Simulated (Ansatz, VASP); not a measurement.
## B10Pt: VASP beside Ansatz

```
B Pt
1.0
     4.92898    0.00000    0.00000
    -2.46449    4.26862    0.00000
     0.00000    0.00000    4.64653
B Pt
10 1
Direct
  0.33333 0.66667 0.50000
  0.66667 0.33333 0.50000
  0.42918 0.17926 0.50000
  0.82074 0.24992 0.50000
  0.75008 0.57082 0.50000
  0.17926 0.42918 0.50000
  0.24992 0.82074 0.50000
  0.57082 0.75008 0.50000
  0.33333 0.66667 0.00000
  0.66667 0.33333 0.00000
  0.00000 0.00000 0.50000
```

Alike in both runs: task single point; functional PBE; k mesh 6 × 6 × 4; occupations gaussian, width 0.1 eV; no spin polarisation.

```csv
,VASP,Ansatz
version,VASP 6.6.1,Ansatz 0.2.0
potentials or method,"VASP PAW PBE potentials, release 64 (B, Pt), cutoff 520 eV","scalar-relativistic, plane waves, PAW"
valence electrons in the cell,40,48
```

|  | VASP | Ansatz | Ansatz less VASP |
| --- | --- | --- | --- |
| gap on the k mesh at the Fermi level (eV) | none | none | - |
| rms of the force components (eV/Å) | 16.426 | 15.930 | -0.4960 |

Atom by atom the forces differ by 0.497 eV/Å (rms over components). A gap of «none» marks a metal or a gap that the smearing closes. VASP's potentials hold 40 valence electrons a cell and Ansatz's 48, so a difference there can come from the potentials and not from the codes.

Neither program's run includes spin-orbit coupling.
